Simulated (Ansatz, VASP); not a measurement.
AlN: VASP beside Ansatz

```
Al N
1.0
     3.03716    0.00000    0.00000
    -1.51858    2.63026    0.00000
     0.00000    0.00000    4.86121
Al N
2 2
Direct
  0.32690 0.65381 0.00152
  0.67310 0.34619 0.50152
  0.33907 0.67814 0.38348
  0.66093 0.32186 0.88348
```

Change from the starting cell: mode 5 frozen in at -0.034 Å, equal normal strain along x, y and z -0.0167.

Alike in both runs: task single point; functional LDA; k mesh 9 × 9 × 6; occupations gaussian, width 0.05 eV; no spin polarisation.

```csv
,VASP,Ansatz
version,VASP 6.6.1,Ansatz 0.2.0
potentials or method,"VASP PAW LDA potentials, release 64 (Al, N), cutoff 520 eV","scalar-relativistic, plane waves, PAW"
valence electrons in the cell,16,16
```

|  | VASP | Ansatz | Ansatz less VASP |
| --- | --- | --- | --- |
| gap on the k mesh at the Fermi level (eV) | 4.87 | 4.86 | -0.006 |
| least direct gap on the mesh (eV) | 4.87 | 4.86 | -0.006 |
| pressure (GPa) | 12.5 | 11.7 | -0.79 |
| traceless stress, the component that is largest in VASP (GPa) | -0.57 | -0.54 | +0.036 |
| rms of the force components (eV/Å) | 0.085 | 0.085 | +0.0001 |

LDA's correlation is that of Perdew and Zunger in VASP and of Perdew and Wang (1992) in Ansatz. Atom by atom the forces differ by 0.001 eV/Å (rms over components).
